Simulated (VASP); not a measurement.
Set up this calculation in VASP 6.6.1, as the native input.

```yaml
Task: single point
Functional: PBE
Potentials_or_basis: VASP PAW PBE potentials, release 64 (Ga_d, N)
Cutoff: 520 eV
k_mesh: 11 × 11 × 11
Occupations: gaussian, width 0.022 eV
Spin: no spin polarisation
Dipole_correction: no
Further_INCAR_settings: ALGO = Normal; EDIFF = 1e-06; NBANDS = 16
```

The structure of GaN lies in POSCAR:

```
GaN
1.0
    0.0000000000      2.1352350000      2.1352350000
    2.1352350000      0.0000000000      2.1352350000
    2.1352350000      2.1352350000      0.0000000000
Ga N
1 1
Direct
    0.0000000000      0.0000000000      0.0000000000
    0.5000000000      0.5000000000      0.5000000000
```

These files were run (other wordings do the same):

INCAR

```
SYSTEM = GaN
  PREC = Accurate
  ENCUT = 520
  EDIFF = 1E-6
  ISMEAR = 0
  SIGMA = 0.022
  LREAL = .False.
  LASPH = .True.
  NELM = 100
  ALGO = Normal
  ISIF = 2
  LWAVE = .False.
  LCHARG = .True.
  GGA = PE
  LELF = .True.
  LVHAR = .True.
  NBANDS = 16
```

KPOINTS

```
regular mesh
0
Gamma
  11 11 11
  0 0 0
```

Potentials or basis: VASP PAW PBE potentials, release 64 (Ga_d, N).

Run with:

```bash
$ cat potpaw_PBE.64/Ga_d/POTCAR potpaw_PBE.64/N/POTCAR > POTCAR
$ mpirun -np 1 vasp_std > vasp.out
```

Results of the run:

```
Pressure               : 0.4 GPa
Band gap on the k mesh : 0.54 eV, indirect (least direct gap 2.37 eV)
```

It took 12 s on 1 thread of Intel(R) Xeon(R) Platinum 8259CL CPU @ 2.50GHz (Skylake/Cascade Lake) (shared host), peak memory 0.15 GiB.
